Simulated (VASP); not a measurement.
A run of VASP 6.6.1 is set up as follows.

Contents of INCAR:

```
SYSTEM = CO2
PREC = Accurate
ENCUT = 600
EDIFF = 1E-6
ISMEAR = 1
SIGMA = 0.01
LREAL = .FALSE.
LASPH = .TRUE.
NELM = 80
ALGO = Normal
ISIF = 3
LWAVE = .FALSE.
LCHARG = .FALSE.
GGA = PE
IBRION = 2
NSW = 60
EDIFFG = -0.02
PSTRESS = 50.0
```

The input KPOINTS:

```
regular mesh
0
G
  9 9 5
  0 0 0
```

The input POSCAR:

```
CO2
1.0
    2.6900000000      0.0000000000      0.0000000000
   -1.3450000000      2.3296083362      0.0000000000
    0.0000000000      0.0000000000      4.3040000000
C O
1 2
Direct
    0.0000000000      0.0000000000      0.0000000000
    0.3333333333      0.6666666667      0.2500000000
    0.6666666667      0.3333333333      0.7500000000
```

Potentials or basis: VASP PAW PBE potentials, release 64 (C, O).

Command:

```sh
$ cat potpaw_PBE.64/C/POTCAR potpaw_PBE.64/O/POTCAR > POTCAR
$ mpirun -np 1 vasp_std > vasp.out
```

Question: Predict the space group after relaxing (to 0.1 Å).

Answer: P-3m1 (No. 164).

Question: What does it give for the relaxed volume?

Answer: 7.16 Å³/atom.

Question: Predict the band gap on the k mesh.

Answer: 4.65 eV (least direct gap 5.09 eV).

Final structure:
```
C O
1.0
     2.35948    0.00000    0.00000
    -1.17974    2.04337    0.00000
     0.00000    0.00000    4.45225
C O
1 2
Direct
  0.00000 0.00000 0.00000
  0.33333 0.66667 0.19727
  0.66667 0.33333 0.80273
```

Caveat: the cell is relaxed towards a set pressure, so the run minimises the enthalpy, not the energy; the volume moved by over 15 % at a fixed basis, so the end points are rough. A k mesh can miss the band edges.
